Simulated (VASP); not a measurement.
Wanted: the native input for a VASP 6.6.1 run.

- Task: relaxation of cell and atoms
- Functional: RPBE
- Potentials or basis: VASP PAW PBE potentials, release 64 (Ta_pv, N)
- Cutoff: 600 eV
- k mesh: 10 × 10 × 10
- Occupations: fermi-dirac, width 0.05 eV
- Spin: no spin polarisation
- Dipole correction: no
- Further INCAR settings: ALGO = Normal; EDIFF = 1e-06; IBRION = 2; EDIFFG = -0.01; NSW = 60; ISIF = 3

The structure of TaN lies in POSCAR:

```
TaN
1.0
    0.0000000000      2.2113230000      2.2113230000
    2.2113230000      0.0000000000      2.2113230000
    2.2113230000      2.2113230000      0.0000000000
Ta N
1 1
Direct
    0.5000000000      0.5000000000      0.5000000000
    0.0000000000      0.0000000000      0.0000000000
```

One way to write it, as run:

INCAR

```
SYSTEM = TaN
PREC = Accurate ; ENCUT = 600
EDIFF = 1E-6 ; ISMEAR = -1
SIGMA = 0.05 ; LREAL = .FALSE.
LASPH = .TRUE. ; NELM = 80
ALGO = Normal ; ISIF = 3
LWAVE = .FALSE. ; LCHARG = .FALSE.
GGA = RP ; IBRION = 2
NSW = 60 ; EDIFFG = -0.01
```

KPOINTS

```
Automatic mesh
0
G
  10 10 10
  0 0 0
```

Potentials or basis: VASP PAW PBE potentials, release 64 (Ta_pv, N).

Run with:

```console
$ cat potpaw_PBE.64/Ta_pv/POTCAR potpaw_PBE.64/N/POTCAR > POTCAR
$ mpirun -np 1 vasp_std > vasp.out
```

It gave:

- Relaxed volume: 10.95 Å³/atom
- Relaxed cell: a = 3.140 Å, b = 3.140 Å, c = 3.140 Å, α = 60.00°, β = 60.00°, γ = 60.00°
- Space group after relaxing (to 0.05 Å): Fm-3m (No. 225)
- Energy gained by relaxing: 1.7 meV/atom
- Ionic steps: 3
- Pressure after relaxing: 0.0 GPa
- Band gap on the k mesh: zero (band 8 reaches 11.14 eV, above the bottom of band 9 at 7.30 eV)

Caveat: the PAW data sets were made with another functional, which shifts forces and pressure a little; spin-orbit coupling is left out, which moves the levels of the heavy elements.

Run time: 88 s on 1 thread of Intel Xeon 8259CL, on a shared host, peak memory 0.17 GiB.
